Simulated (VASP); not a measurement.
Set up this calculation in VASP 6.6.1, as the native input.

| Quantity | Value |
| --- | --- |
| Task | single point |
| Functional | r2SCAN |
| Potentials or basis | VASP PAW PBE potentials, release 64 (Ti_sv, O_h) |
| Cutoff | 910 eV |
| k mesh | 10 × 10 × 10 |
| Occupations | gaussian, width 0.01 eV |
| Spin | no spin polarisation |
| Dipole correction | no |
| Further INCAR settings | ALGO = Normal; EDIFF = 1e-06; NBANDS = 19 |

The system is TiO2.

```
Ti O
1.0
     0.01798    2.39683    2.39683
     2.39683    0.01798    2.39683
     2.41480    2.41480    0.00000
Ti O
1 2
Direct
  0.00000 0.00000 0.00000
  0.24915 0.24915 0.25085
  0.75085 0.75085 0.74915
```

This cell differs from its parent crystal: shear xy strain +1.5%.

The input as run:

POSCAR

```
TiO2
1.0
    0.0179762044      2.3968272579      2.3968272579
    2.3968272579      0.0179762044      2.3968272579
    2.4148034623      2.4148034623      0.0000000000
Ti O
1 2
Direct
    0.0000000000      0.0000000000      0.0000000000
    0.2491544639      0.2491544639      0.2508455361
    0.7508455361      0.7508455361      0.7491544639
```

INCAR.step1

```
SYSTEM = TiO2
  PREC = Accurate
  ENCUT = 910
  ISMEAR = 0
  SIGMA = 0.01
  LREAL = .FALSE.
  LASPH = .TRUE.
  NELM = 120
  NBANDS = 19
  GGA = PE
  ALGO = Normal
  EDIFF = 1E-5
  LWAVE = .TRUE.
  LCHARG = .FALSE.
  GGA_COMPAT = .FALSE.
```

INCAR.step2

```
SYSTEM = TiO2
  PREC = Accurate
  ENCUT = 910
  EDIFF = 1E-6
  ISMEAR = 0
  SIGMA = 0.01
  LREAL = .FALSE.
  LASPH = .TRUE.
  NELM = 120
  ALGO = Normal
  ISIF = 2
  LWAVE = .FALSE.
  LCHARG = .TRUE.
  METAGGA = R2SCAN
  LMIXTAU = .TRUE.
  LELF = .TRUE.
  LVHAR = .TRUE.
  NBANDS = 19
  ISTART = 1
  GGA_COMPAT = .FALSE.
```

KPOINTS

```
Automatic mesh
0
G
  10 10 10
  0 0 0
```

Potentials or basis: VASP PAW PBE potentials, release 64 (Ti_sv, O_h).

Launch:

```bash
$ cat potpaw_PBE.64/Ti_sv/POTCAR potpaw_PBE.64/O_h/POTCAR > POTCAR
$ cp INCAR.step1 INCAR
$ mpirun -np 1 vasp_std > vasp.out
$ cp INCAR.step2 INCAR
$ mpirun -np 1 vasp_std > vasp.out
```

It gave:

```
Pressure               : 1.2 GPa
Largest force          : 0.005 eV/Å
Band gap on the k mesh : 1.55 eV (least direct gap 2.25 eV)
```

Caveat: the cell differs from its parent crystal (shear xy strain +1.5%); the cutoff is under 1.25 times the usual one of these potentials, so pressure, stress and relaxed cells hold a basis-set (Pulay) error; the PAW data sets were made with another functional, which shifts forces and pressure a little.

Wall time 13 min on 1 thread of Intel(R) Xeon(R) Platinum 8259CL CPU @ 2.50GHz (Skylake/Cascade Lake) (shared host), peak memory 0.35 GiB.
